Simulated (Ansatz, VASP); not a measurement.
# Si: VASP beside Ansatz

```
Si
1.0
    -2.25100    2.36850    1.27500
     2.25100   -2.36850    1.27500
     2.25100    2.36850   -1.27500
Si
2
Direct
  0.80700 0.05700 0.75000
  0.19300 0.94300 0.25000
```

Alike in both runs: task single point; functional PBE; k mesh 12 × 12 × 12; occupations methfessel-paxton of order 1, width 0.05 eV; no spin polarisation.

|  | VASP | Ansatz |
| --- | --- | --- |
| version | VASP 6.6.1 | Ansatz 0.2.0 |
| potentials or method | VASP PAW PBE potentials, release 64 (Si), cutoff 520 eV | all-electron (LAPW or listed datasets) |

Ansatz gave:

* gap on the k mesh at the Fermi level (eV): none
* pressure (GPa): 15.9
* traceless stress, the component that is largest in VASP (GPa): 3.06
* rms of the force components (eV/Å): 0.006

Q: What did VASP give for the same quantities?

A: gap on the k mesh at the Fermi level (eV): none; pressure (GPa): 15.8; traceless stress, the component that is largest in VASP (GPa): 3.06; rms of the force components (eV/Å): 0.008.

Atom by atom the forces differ by 0.002 eV/Å (rms over components). A gap of «none» marks a metal or a gap that the smearing closes. Ansatz ran all-electron here, and VASP with PAW potentials.
